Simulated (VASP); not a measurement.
Write the native input for VASP 6.6.1 that does the following.

```
Task                               : single point
Functional                         : PBE-based screened hybrid with 30 % exact exchange
Potentials or basis                : VASP PAW PBE potentials, release 64 (W_sv, S)
Cutoff                             : 520 eV
k mesh                             : 6 × 6 × 1
Occupations                        : gaussian, width 0.01 eV
Spin                               : no spin polarisation
Dipole correction                  : no
Grid for exact exchange (PRECFOCK) : Normal
Share of exact exchange            : 0.3
Further INCAR settings             : ALGO = Normal; EDIFF = 1e-07; NBANDS = 20
Screening parameter                : 0.3 1/Å
```

WS2, a slab with vacuum:

```xyz
3
Lattice="3.1697 0.0000 0.0000 -1.5849 2.7451 0.0000 0.0000 0.0000 16.9263" Properties=species:S:1:pos:R:3 pbc="T T T"
W     0.0000    1.8300    0.0000
S     1.5849    0.9150   15.3638
S     1.5849    0.9150    1.5626
```

The input as run:

POSCAR

```
WS2
1.0
    3.1697138084      0.0000000000      0.0000000000
   -1.5848569042      2.7450526808      0.0000000000
    0.0000000000      0.0000000000     16.9263323846
W S
1 2
Direct
    0.3333333333      0.6666666667      0.0000000000
    0.6666666667      0.3333333333      0.9076849995
    0.6666666667      0.3333333333      0.0923150005
```

INCAR.step1

```
SYSTEM = WS2
ALGO = Normal ; EDIFF = 1E-5
ENCUT = 520 ; GGA = PE
ISIF = 2 ; ISMEAR = 0
LASPH = .TRUE. ; LREAL = .FALSE.
LWAVE = .TRUE. ; NBANDS = 20
NELM = 60 ; PREC = Accurate
SIGMA = 0.01
```

INCAR.step2

```
SYSTEM = WS2
AEXX = 0.3 ; ALGO = Normal
EDIFF = 1E-7 ; ENCUT = 520
GGA = PE ; HFSCREEN = 0.3
ISIF = 2 ; ISMEAR = 0
ISTART = 1 ; LASPH = .TRUE.
LCHARG = .TRUE. ; LELF = .TRUE.
LHFCALC = .TRUE. ; LREAL = .FALSE.
LVHAR = .TRUE. ; LWAVE = .FALSE.
NBANDS = 20 ; NELM = 60
PREC = Accurate ; PRECFOCK = Normal
SIGMA = 0.01
```

KPOINTS

```
k-points
0
G
  6 6 1
  0 0 0
```

Potentials or basis: VASP PAW PBE potentials, release 64 (W_sv, S).

Command:

```sh
$ cat potpaw_PBE.64/W_sv/POTCAR potpaw_PBE.64/S/POTCAR > POTCAR
$ cp INCAR.step1 INCAR
$ mpirun -np 1 vasp_std > vasp.out
$ cp INCAR.step2 INCAR
$ mpirun -np 1 vasp_std > vasp.out
```

It gave:

The largest force is 0.316 eV/Å and the band gap on the k mesh is 2.26 eV.

Caveat: there is no dipole correction, which matters where the two faces differ; the PAW data sets were made with another functional, which shifts forces and pressure a little; spin-orbit coupling is left out, which moves the levels of the heavy elements.

Wall time 35 min on 1 thread of Intel(R) Xeon(R) Platinum 8488C (Sapphire Rapids), with other jobs on the host, peak memory 0.37 GiB.
